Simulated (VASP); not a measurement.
# LaTiH3 (P4/mmm) in VASP: further runs, part 2 of 2

VASP 6.6.1. Earlier steps stand in the parts before.

## (3) Single point, PBE

This run uses another cell than the first one, of 14.20 Å³/atom.

INCAR reads:

```
  PREC = Accurate
  ENCUT = 520
  EDIFF = 1E-6
  ISMEAR = 0
  SIGMA = 0.1
  LREAL = F
  LASPH = T
  NELM = 100
  ALGO = Normal
  ISIF = 2
  LWAVE = F
  LCHARG = F
  GGA = PE
  NBANDS = 21
```

KPOINTS reads:

```
regular mesh
0
Gamma
  4 4 4
```

POSCAR reads:

```
LaTiH3
1.0
    4.2946853146      0.0000000000      0.0000000000
    0.0000000000      4.2946853146      0.0000000000
    0.0000000000      0.0000000000      3.8485427652
La Ti H
1 1 3
Direct
    0.0000000000      0.0000000000      0.0000000000
    0.5000000000      0.5000000000      0.0000000000
    0.0000000000      0.5000000000      0.5000000000
    0.5000000000      0.0000000000      0.5000000000
    0.0000000000      0.0000000000      0.5000000000
```

Potentials or basis: VASP PAW PBE potentials, release 64 (La, Ti_sv, H).

Run with:

```
$ cat potpaw_PBE.64/La/POTCAR potpaw_PBE.64/Ti_sv/POTCAR potpaw_PBE.64/H/POTCAR > POTCAR
$ mpirun -np 1 vasp_std > vasp.out
```

OUTCAR:

```text
PREC = Accurate
   ENCUT = 520
   EDIFF = 1E-6
   ISMEAR = 0
   LREAL = F
   LASPH = T
   NELM = 100
   ISIF = 2
   GGA = PE

 ion  position               nearest neighbor table
   1  0.000  0.000  0.000-   5 1.92   5 1.92   2 3.04   2 3.04   2 3.04   2 3.04
   2  0.500  0.500  0.000-   1 3.04   1 3.04   1 3.04   1 3.04
   3  0.000  0.500  0.500-
   4  0.500  0.000  0.500-
   5  0.000  0.000  0.500-   1 1.92   1 1.92

  LATTYP: Found a simple tetragonal cell.
 ALAT       =     4.2946853146
 C/A-ratio  =     0.8961175228

  Lattice vectors:

 A1 = (   4.2946853146,   0.0000000000,   0.0000000000)
 A2 = (   0.0000000000,   4.2946853146,   0.0000000000)
 A3 = (   0.0000000000,   0.0000000000,   3.8485427652)

Analysis of symmetry for initial positions (statically):
=====================================================================
 Subroutine PRICEL returns:
[... 167 lines left out ...]
  free energy    TOTEN  =       -19.28211319 eV

  energy without entropy =      -19.25142212  energy(sigma->0) =      -19.26676766

 E-fermi :   5.8251     XC(G=0):  -9.7087

 val. band max:        5.7960774063   @ k =   0.5000   0.2500   0.2500
 cond. band min:       5.8664741292   @ k =   0.5000   0.5000   0.2500
 fundamental gap:      0.0703967228
 Fermi energy:         5.8251070257

 k-point     1 :       0.0000    0.0000    0.0000
  band No.  band energies     occupation
      1     -51.5051      2.00000
      2     -27.9268      2.00000
      3     -27.7210      2.00000
      4     -27.7210      2.00000
      5     -25.8666      2.00000
      6      -9.6903      2.00000
[... 421 lines left out ...]
     20       8.6296      0.00000
     21       9.2308      0.00000

------------------------ aborting loop because EDIFF is reached ----------------------------------------

  FORCE on cell =-STRESS in cart. coord.  units (eV):
  Direction    XX          YY          ZZ          XY          YZ          ZX
  --------------------------------------------------------------------------------------
  -------------------------------------------------------------------------------------
  Total        0.0905149      0.0905149     -0.0480150      0.0000000      0.0000000      0.0000000
  in kB        2.0430149      2.0430149     -1.0837478      0.0000000      0.0000000      0.0000000
  external PRESSURE =       1.0007607 kB  Pullay stress =       0.0000000 kB

 VOLUME and BASIS-vectors are now :
 -----------------------------------------------------------------------------
  energy-cutoff  :      520.00
  volume of cell :       70.98
      direct lattice vectors                 reciprocal lattice vectors
     4.294685315  0.000000000  0.000000000     0.232845931  0.000000000  0.000000000
     0.000000000  4.294685315  0.000000000     0.000000000  0.232845931  0.000000000
     0.000000000  0.000000000  3.848542765     0.000000000  0.000000000  0.259838609

 POSITION                                       TOTAL-FORCE (eV/Angst)
 -----------------------------------------------------------------------------------
      0.00000      0.00000      0.00000         0.000000      0.000000      0.000000
      2.14734      2.14734      0.00000         0.000000      0.000000      0.000000
      0.00000      2.14734      1.92427         0.000000      0.000000      0.000000
      2.14734      0.00000      1.92427         0.000000      0.000000      0.000000
      0.00000      0.00000      1.92427         0.000000      0.000000      0.000000
 -----------------------------------------------------------------------------------
    total drift:                                0.000000     -0.000000     -0.000000

  FREE ENERGIE OF THE ION-ELECTRON SYSTEM (eV)
  ---------------------------------------------------
  free  energy   TOTEN  =       -19.2821131915 eV

  energy  without entropy=      -19.2514221246  energy(sigma->0) =      -19.26676766
```

stdout:

```text
POSCAR found type information on POSCAR LaTiH
 POSCAR found :  3 types and       5 ions
 scaLAPACK will be used
 LDA part: xc-table for (Slater+PW92), standard interpolation
 POSCAR, INCAR and KPOINTS ok, starting setup
 FFT: planning ... GRIDC
 FFT: planning ... GRID_SOFT
 FFT: planning ... GRID
 WAVECAR not read
 entering main loop
```

Wall time 71 s (1 thread of Intel Xeon 8259CL, shared host); peak memory 0.2 GiB.

Results:

| Property | Result |
| --- | --- |
| Free energy | -19.2821 eV |
| Pressure | 0.1 GPa |
| Band gap on the k mesh | zero (bands 13 and 14 overlap by 1.01 eV) |

Stress tensor (GPa, compression positive):
```
 0.20  0.00  0.00
 0.00  0.20  0.00
 0.00  0.00 -0.11
```

Levels at points of the mesh, in eV from the Fermi level:
```
           k point  band 9  band 10  band 11  band 12  band 13  band 14  band 15  band 16  band 17  band 18
(0.00, 0.00, 0.00)   -6.63    -3.70    -3.69    -0.88    -0.18     0.68     0.68     1.41     2.87     2.87
(0.50, 0.00, 0.00)   -5.60    -3.85    -2.93    -0.12     0.58     0.66     0.70     0.79     1.22     2.15
(0.50, 0.50, 0.00)   -4.73    -2.96    -2.96    -2.14    -0.23    -0.20     0.12     0.12     0.95     2.98
(0.00, 0.00, 0.50)   -4.10    -2.23    -1.72    -1.70    -0.75    -0.42    -0.42     0.26     1.60     2.87
(0.50, 0.00, 0.50)   -4.28    -3.31    -0.17    -0.03     0.04     0.15     0.70     0.79     1.86     1.90
(0.50, 0.50, 0.50)   -4.25    -4.25    -1.02    -0.23    -0.07     1.01     1.10     1.71     1.71     1.82
```

Caveat: the k points lie up to 0.41 Å⁻¹ apart, too coarse for converged energies and pressures of a metal; spin-orbit coupling is left out, which moves the levels of the heavy elements.

## (4) Relaxation of cell and atoms, PBE

INCAR reads:

```
SYSTEM = LaTiH3
PREC = Accurate
ENCUT = 600
EDIFF = 1E-6
ISMEAR = 0
SIGMA = 0.1
LREAL = .FALSE.
LASPH = .TRUE.
NELM = 60
ALGO = Normal
ISIF = 3
LWAVE = .FALSE.
LCHARG = .FALSE.
GGA = PE
IBRION = 2
NSW = 90
EDIFFG = -0.04
```

KPOINTS reads:

```
regular mesh
0
G
  4 4 4
  0 0 0
```

POSCAR, as its differences from that of step 3:

```diff
@@ -2,5 +2,5 @@
 1.0
-    4.2946853146      0.0000000000      0.0000000000
-    0.0000000000      4.2946853146      0.0000000000
-    0.0000000000      0.0000000000      3.8485427652
+    3.9548017500      0.0000000000      0.0000000000
+    0.0000000000      3.9548017500      0.0000000000
+    0.0000000000      0.0000000000      4.3737832600
 La Ti H
```

Potentials or basis: VASP PAW PBE potentials, release 64 (La, Ti_sv, H).

Run with:

```
$ cat potpaw_PBE.64/La/POTCAR potpaw_PBE.64/Ti_sv/POTCAR potpaw_PBE.64/H/POTCAR > POTCAR
$ mpirun -np 1 vasp_std > vasp.out
```

OUTCAR:

```text
SYSTEM = LaTiH3
   PREC = Accurate
   ENCUT = 600
   EDIFF = 1E-6
   ISMEAR = 0
   LREAL = .FALSE.
   LASPH = .TRUE.
   NELM = 60
   ISIF = 3
   GGA = PE
   IBRION = 2
   NSW = 90
   EDIFFG = -0.04

 ion  position               nearest neighbor table
   1  0.000  0.000  0.000-   5 2.19   5 2.19   2 2.80   2 2.80   2 2.80   2 2.80
   2  0.500  0.500  0.000-   1 2.80   1 2.80   1 2.80   1 2.80
   3  0.000  0.500  0.500-
   4  0.500  0.000  0.500-
   5  0.000  0.000  0.500-   1 2.19   1 2.19

  LATTYP: Found a simple tetragonal cell.
 ALAT       =     3.9548017500
 C/A-ratio  =     1.1059424812

  Lattice vectors:

 A1 = (   3.9548017500,   0.0000000000,   0.0000000000)
 A2 = (   0.0000000000,   3.9548017500,   0.0000000000)
 A3 = (   0.0000000000,   0.0000000000,   4.3737832600)

Analysis of symmetry for initial positions (statically):
=====================================================================
 Subroutine PRICEL returns:
 Original cell was already a primitive cell.

 Routine SETGRP: Setting up the symmetry group for a
 simple tetragonal supercell.

 Subroutine GETGRP returns: Found 16 space group operations
 (whereof 16 operations were pure point group operations)
 out of a pool of 16 trial point group operations.

The static configuration has the point symmetry D_4h.

Analysis of symmetry for dynamics (positions and initial velocities):
=====================================================================
 Subroutine PRICEL returns:
 Original cell was already a primitive cell.

 Routine SETGRP: Setting up the symmetry group for a
 simple tetragonal supercell.

 Subroutine GETGRP returns: Found 16 space group operations
 (whereof 16 operations were pure point group operations)
 out of a pool of 16 trial point group operations.

The dynamic configuration has the point symmetry D_4h.

 Subroutine INISYM returns: Found 16 space group operations
 (whereof 16 operations are pure point group operations),
 and found     1 'primitive' translations

----------------------------------------------------------------------------------------

                                     Primitive cell

  volume of cell :      68.4080

  direct lattice vectors                    reciprocal lattice vectors
     3.954801750  0.000000000  0.000000000     0.252857175  0.000000000  0.000000000
     0.000000000  3.954801750  0.000000000     0.000000000  0.252857175  0.000000000
     0.000000000  0.000000000  4.373783260     0.000000000  0.000000000  0.228635015

  length of vectors
     3.954801750  3.954801750  4.373783260     0.252857175  0.252857175  0.228635015

  position of ions in fractional coordinates (direct lattice)
     0.000000000  0.000000000  0.000000000
     0.500000000  0.500000000  0.000000000
     0.000000000  0.500000000  0.500000000
     0.500000000  0.000000000  0.500000000
     0.000000000  0.000000000  0.500000000

  ion indices of the primitive-cell ions
   primitive index   ion index
                 1           1
                 2           2
                 3           3
                 4           4
                 5           5

----------------------------------------------------------------------------------------

 KPOINTS: regular mesh

Automatic generation of k-mesh.
 Grid dimensions read from file:
 generate k-points for:    4    4    4

 Generating k-lattice:

  Cartesian coordinates                     Fractional coordinates (reciprocal lattice)
     0.063214294  0.000000000  0.000000000     0.250000000  0.000000000  0.000000000
     0.000000000  0.063214294  0.000000000     0.000000000  0.250000000  0.000000000
     0.000000000  0.000000000  0.057158754     0.000000000  0.000000000  0.250000000

  Length of vectors
     0.063214294  0.063214294  0.057158754

  Shift w.r.t. Gamma in fractional coordinates (k-lattice)
     0.000000000  0.000000000  0.000000000

 Subroutine IBZKPT returns following result:
 ===========================================

 Found     18 irreducible k-points:

 Following reciprocal coordinates:
            Coordinates               Weight
  0.000000  0.000000  0.000000      1.000000
  0.250000  0.000000  0.000000      4.000000
  0.500000  0.000000  0.000000      2.000000
  0.250000  0.250000  0.000000      4.000000
  0.500000  0.250000  0.000000      4.000000
  0.500000  0.500000  0.000000      1.000000
[... 10 lines left out ...]
  0.500000  0.250000  0.500000      4.000000
  0.500000  0.500000  0.500000      1.000000
   k-points           NKPTS =     18   k-points in BZ     NKDIM =     18   number of bands    NBANDS=     17
   number of dos      NEDOS =    301   number of ions     NIONS =      5
   total plane-waves  NPLWV =  36864
   dimension x,y,z NGX =    32 NGY =   32 NGZ =   36
   dimension x,y,z NGXF=    64 NGYF=   64 NGZF=   72
   ions per type =               1   1   3
   NGX,Y,Z   is equivalent  to a cutoff of  13.45, 13.45, 13.68 a.u.
   NGXF,Y,Z  is equivalent  to a cutoff of  26.90, 26.90, 27.37 a.u.
 SYSTEM =  LaTiH3
   PREC   = accura    normal or accurate (medium, high low for compatibility)
   ISTART =      0    job   : 0-new  1-cont  2-samecut
   ICHARG =      2    charge: 1-file 2-atom 10-const
   ISPIN  =      1    spin polarized calculation?
   LNONCOLLINEAR =      F non collinear calculations
   LSORBIT =      F    spin-orbit coupling
   LASPH  =      T    aspherical Exc in radial PAW
   ENCUT  =  600.0 eV  44.10 Ry    6.64 a.u.   7.90  7.90  8.74*2*pi/ulx,y,z
   NELM   =     60;   NELMIN=  2; NELMDL= -5     # of ELM steps
   EDIFF  = 0.1E-05   stopping-criterion for ELM
   LREAL  =      F    real-space projection
   EDIFFG = -.4E-01   stopping-criterion for IOM
   NSW    =     90    number of steps for IOM
   IBRION =      2    ionic relax: 0-MD 1-quasi-New 2-CG
   NFREE  =      1    steps in history (QN), initial steepest desc. (CG)
   ISIF   =      3    stress and relaxation
   ISYM   =      2    0-nonsym 1-usesym 2-fastsym
   POTIM  = 0.5000    time-step for ionic-motion
   TEBEG  =    0.0;   TEEND  =   0.0 temperature during run
   PSTRESS=    0.0 pullay stress
   NELECT =      26.0000    total number of electrons
   NUPDOWN=      -1.0000    fix difference up-down
   EMIN   =  10.00;   EMAX   =-10.00  energy-range for DOS
   EFERMI =   0.00;   METHOD = LEGACY
   ISMEAR =     0;   SIGMA  =   0.10  broadening in eV -4-tet -1-fermi 0-gaus
   EFERMI_NEDOS =   21; number of points for ismear=-14 and -15
   IALGO  =     38    algorithm
   IMIX   =      4    mixing-type and parameters
     AMIX     =   0.40;   BMIX     =  1.00
     AMIX_MAG =   1.60;   BMIX_MAG =  1.00
  volume/ion in A,a.u.               =      13.68        92.33
  Fermi-wavevector in a.u.,A,eV,Ry     =   1.185852  2.240935 19.133115  1.406244
  Thomas-Fermi vector in A             =   2.322037
   LORBIT       =      0    0 simple, 1 ext, 2 COOP (PROOUT), +10 PAW based schemes
   GGA     = PE    functional components
   LHFCALC =     F    Hartree Fock is set to
   AEXX    =    0.0000 exact exchange contribution
   IVDW    =     0    specifies the selected vdW correction
   LEPSILON=     F    determine dielectric tensor
   LRPA    =     F    only Hartree local field effects (RPA)
 conjugate gradient relaxation of ions
 non-spin polarized calculation
 Gauss-broadening in eV      SIGMA  =   0.10
  energy-cutoff  :      600.00
  volume of cell :       68.41
 maximum number of plane-waves:      2308
 NGX is ok and might be reduce to    32
   NGX = 15   NGY = 15   NGZ = 17

--------------------------------------- Ionic step        1  -------------------------------------------

 number of electron      25.9999997 magnetization

 Free energy of the ion-electron system (eV)
  ---------------------------------------------------
  ext. energy  EPLUGINS =         0.00000000
  ---------------------------------------------------
  free energy    TOTEN  =       -18.47498112 eV

  energy without entropy =      -18.43956705  energy(sigma->0) =      -18.45727409

------------------------ aborting loop because EDIFF is reached ----------------------------------------

  FORCE on cell =-STRESS in cart. coord.  units (eV):
  Direction    XX          YY          ZZ          XY          YZ          ZX
  --------------------------------------------------------------------------------------
  -------------------------------------------------------------------------------------
  Total        3.7310006      3.7310006     -7.3413075      0.0000000      0.0000000      0.0000000
  in kB       87.3834548     87.3834548   -171.9401524      0.0000000      0.0000000      0.0000000
  external PRESSURE =       0.9422524 kB  Pullay stress =       0.0000000 kB
[... 219 lines left out ...]
  energy  without entropy=      -19.2457260451  energy(sigma->0) =      -19.26183718

--------------------------------------- Ionic step        7  -------------------------------------------

 number of electron      25.9999994 magnetization

 Free energy of the ion-electron system (eV)
  ---------------------------------------------------
  ext. energy  EPLUGINS =         0.00000000
  ---------------------------------------------------
  free energy    TOTEN  =       -19.28117518 eV

  energy without entropy =      -19.25043156  energy(sigma->0) =      -19.26580337

 E-fermi :   5.8047     XC(G=0):  -9.6976

 val. band max:        5.7772756848   @ k =   0.5000   0.2500   0.2500
 cond. band min:       5.8460822621   @ k =   0.5000   0.0000   0.5000
 fundamental gap:      0.0688065773
 Fermi energy:         5.8046511722

 k-point     1 :       0.0000    0.0000    0.0000
  band No.  band energies     occupation
      1     -51.5282      2.00000
      2     -27.9479      2.00000
      3     -27.7442      2.00000
      4     -27.7442      2.00000
      5     -25.8938      2.00000
      6      -9.7161      2.00000
[... 9 lines left out ...]
     16       7.2238      0.00000
     17       8.6626      0.00000
[... 370 lines left out ...]
  FREE ENERGIE OF THE ION-ELECTRON SYSTEM (eV)
  ---------------------------------------------------
  free  energy   TOTEN  =       -19.2811751785 eV

  energy  without entropy=      -19.2504315587  energy(sigma->0) =      -19.26580337

 reached required accuracy - stopping structural energy minimisation
```

OSZICAR:

```text
N       E                     dE             d eps       ncg     rms          rms(c)
DAV:   1     0.260317197299E+03    0.26032E+03   -0.12591E+04   620   0.232E+03
DAV:   2     0.170952342503E+02   -0.24322E+03   -0.23968E+03   836   0.410E+02
DAV:   3    -0.162922155477E+02   -0.33387E+02   -0.32551E+02  1009   0.173E+02
DAV:   4    -0.214549986324E+02   -0.51628E+01   -0.48860E+01  1147   0.440E+01
[... 86 lines left out ...]
DAV:   7    -0.192808317592E+02   -0.11784E-03   -0.25125E-04   851   0.103E-01    0.739E-02
DAV:   8    -0.192811702464E+02   -0.33849E-03   -0.91972E-04   880   0.194E-01    0.445E-02
DAV:   9    -0.192811733938E+02   -0.31474E-05   -0.30872E-04   926   0.107E-01    0.235E-02
DAV:  10    -0.192811753434E+02   -0.19496E-05   -0.27634E-05   934   0.466E-02    0.660E-03
DAV:  11    -0.192811751785E+02    0.16490E-06   -0.40314E-06   686   0.135E-02
   7 F= -.19281175E+02 E0= -.19265803E+02  d E =-.254979E-01
```

Run time: 6.2 min. Hardware: 1 thread of Intel Xeon 8259CL, shared host; peak memory 0.22 GiB.

What came out:

* Free energy: -19.2812 eV
* Relaxed volume: 14.24 Å³/atom
* Relaxed cell: a = 4.303 Å, b = 4.303 Å, c = 3.843 Å, α = 90.00°, β = 90.00°, γ = 90.00°
* Space group after relaxing (to 0.1 Å): P4/mmm (No. 123)
* Energy gained by relaxing: 161.2 meV/atom
* Ionic steps: 7
* Pressure after relaxing: 0.0 GPa
* Band gap on the k mesh: zero (bands 13 and 14 overlap by 1.01 eV)

Stress tensor (GPa, compression positive):
```
-0.05  0.00  0.00
 0.00 -0.05  0.00
 0.00  0.00  0.21
```

The path:
```csv
step,energy change (eV),largest force (eV/Å),pressure (GPa),volume (Å³)
1,0.0000,0.0000,0.09,68.41
2,-0.5864,0.0000,0.56,68.22
3,-0.7644,0.0000,2.63,67.40
4,-0.7804,0.0000,2.24,67.66
5,-0.7807,0.0000,2.33,67.61
6,-0.8030,0.0000,0.82,69.89
7,-0.8062,0.0000,0.04,71.18
```

Final structure:
```
CELL_PARAMETERS angstrom
4.30348 0.00000 0.00000
0.00000 4.30348 0.00000
0.00000 0.00000 3.84333
ATOMIC_POSITIONS crystal
La 0.00000 0.00000 0.00000
Ti 0.50000 0.50000 0.00000
H 0.00000 0.50000 0.50000
H 0.50000 0.00000 0.50000
H 0.00000 0.00000 0.50000
```

Caveat: the k points lie up to 0.41 Å⁻¹ apart in the final cell, too coarse for converged energies and pressures of a metal; spin-orbit coupling is left out, which moves the levels of the heavy elements.

## (5) Overview

```tsv
task	cell	cutoff (eV)	gap on the mesh (eV)	pressure (GPa)
single point	a = 3.955, b = 3.955, c = 4.374 Å, 5 atoms	520	none	0.1
single point	a = 4.295, b = 4.295, c = 3.849 Å, 5 atoms	520	none	0.1
relaxation of cell and atoms	relaxed from a = 3.955, b = 3.955, c = 4.374 Å, 5 atoms	600	none	0.0
```

Alike in all rows: level PBE; potentials or basis VASP PAW PBE potentials, release 64 (La, Ti_sv, H); no spin polarisation; k mesh 4 × 4 × 4; smearing gaussian 0.1 eV.

Caveats: all runs use coarse meshes; spin-orbit coupling is left out, which moves the levels of the heavy elements.

Absolute energies hang on the potentials; compare differences alone.
